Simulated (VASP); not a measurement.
Write the native input for VASP 6.6.1 that does the following.

```
Task                   : single point
Functional             : r2SCAN
Potentials or basis    : VASP PAW PBE potentials, release 64 (K_sv, F)
Cutoff                 : 520 eV
k mesh                 : 8 × 8 × 8
Occupations            : gaussian, width 0.01 eV
Spin                   : no spin polarisation
Dipole correction      : no
Further INCAR settings : ALGO = Normal; EDIFF = 1e-06; NBANDS = 15
```

Crystal: KF.

```
K F
1.0
     0.09646    2.96553    2.96553
     2.96553    0.09646    2.96553
     2.96553    2.96553    0.09646
K F
1 1
Direct
  0.00358 0.00358 0.00358
  0.24642 0.24642 0.24642
```

This cell differs from its parent crystal: epitaxial 111 strain -2.3%.

These files were run (other wordings do the same):

POSCAR

```
KF
1.0
    0.0964640140      2.9655253707      2.9655253707
    2.9655253707      0.0964640140      2.9655253707
    2.9655253707      2.9655253707      0.0964640140
K F
1 1
Direct
    0.0035807081      0.0035807081      0.0035807081
    0.2464192919      0.2464192919      0.2464192919
```

INCAR.step1

```
PREC = Accurate
ENCUT = 520
ISMEAR = 0
SIGMA = 0.01
LREAL = False
LASPH = True
NELM = 60
NBANDS = 15
GGA = PE
ALGO = Normal
EDIFF = 1E-4
LWAVE = True
LCHARG = False
```

INCAR.step2

```
PREC = Accurate
ENCUT = 520
EDIFF = 1E-6
ISMEAR = 0
SIGMA = 0.01
LREAL = False
LASPH = True
NELM = 60
ALGO = Normal
ISIF = 2
LWAVE = False
LCHARG = False
METAGGA = R2SCAN
LMIXTAU = True
NBANDS = 15
ISTART = 1
```

KPOINTS

```
Automatic mesh
0
Gamma
  8 8 8
```

Potentials or basis: VASP PAW PBE potentials, release 64 (K_sv, F).

Launch:

```bash
$ cat potpaw_PBE.64/K_sv/POTCAR potpaw_PBE.64/F/POTCAR > POTCAR
$ cp INCAR.step1 INCAR
$ mpirun -np 1 vasp_std > vasp.out
$ cp INCAR.step2 INCAR
$ mpirun -np 1 vasp_std > vasp.out
```

It gave:

| Property | Result |
| --- | --- |
| Pressure | 0.4 GPa |
| Band gap on the k mesh | 5.78 eV (least direct gap 5.99 eV) |

Caveat: the cell differs from its parent crystal (epitaxial 111 strain -2.3%); the PAW data sets were made with another functional, which shifts forces and pressure a little.

It took 2.9 min on 1 thread of Intel Xeon 8259CL, with other jobs on the host, peak memory 0.21 GiB.
